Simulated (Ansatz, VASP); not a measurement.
## Two plane-wave programs on CaO

INCAR

```
PREC = Accurate
ENCUT = 520
EDIFF = 1E-7
ISMEAR = 0
SIGMA = 0.05
LREAL = F
LASPH = T
NELM = 60
ALGO = Normal
ISIF = 2
LWAVE = F
LCHARG = T
GGA = PE
LELF = T
LVHAR = T
NBANDS = 24
```

KPOINTS

```
regular mesh
0
Gamma
  9 9 6
```

The input POSCAR:

```
CaO
1.0
    3.9513498766      0.0000000000      0.0000000000
   -1.9756749383      3.4219693724      0.0000000000
    0.0000000000      0.0000000000      4.9383970758
Ca O
2 2
Direct
    0.3333333333      0.6666666667      0.7500000000
    0.6666666667      0.3333333333      0.2500000000
    0.3333333333      0.6666666667      0.2500000000
    0.6666666667      0.3333333333      0.7500000000
```

Input for Ansatz:

```yaml
crystal:
  lattice:
    - [3.9513498766, 0.0, 0.0]
    - [-1.9756749383, 3.4219693724, 0.0]
    - [0.0, 0.0, 4.9383970758]
  atoms:
    - { symbol: Ca, position: [0.3333333333, 0.6666666667, 0.75] }
    - { symbol: Ca, position: [0.6666666667, 0.3333333333, 0.25] }
    - { symbol: O, position: [0.3333333333, 0.6666666667, 0.25] }
    - { symbol: O, position: [0.6666666667, 0.3333333333, 0.75] }
basis:
  ecutwfc: 520.0
kpoints:
  mp_grid: { grid: [9, 9, 6] }
hamiltonian:
  xc: pbe
scf:
  occupations: { method: gaussian, width: 0.05 }
output:
  forces: true
  stress: true
  eigenvalues: true
  write_density: true
  write_potential: true
  elf: true
  volumetric_format: npy
```

Alike in both runs: task single point; functional PBE; k mesh 9 × 9 × 6; occupations gaussian, width 0.05 eV; no spin polarisation.

```csv
,VASP,Ansatz
version,VASP 6.6.1,Ansatz 0.2.0
potentials or method,"VASP PAW PBE potentials, release 64 (Ca_sv, O), cutoff 520 eV","scalar-relativistic, plane waves, PAW"
valence electrons in the cell,32,32
```

VASP gave:

| Quantity | Value |
| --- | --- |
| gap on the k mesh at the Fermi level (eV) | 3.21 |
| least direct gap on the mesh (eV) | 3.21 |
| pressure (GPa) | 0.5 |
| traceless stress, the component that is largest in VASP (GPa) | -3.14 |

Problem. Estimate Ansatz's values.

Solution. gap on the k mesh at the Fermi level (eV): 3.23; least direct gap on the mesh (eV): 3.23; pressure (GPa): 0.0; traceless stress, the component that is largest in VASP (GPa): -3.01.

The functional is the same, so the differences come from potentials, cutoffs and numerics.
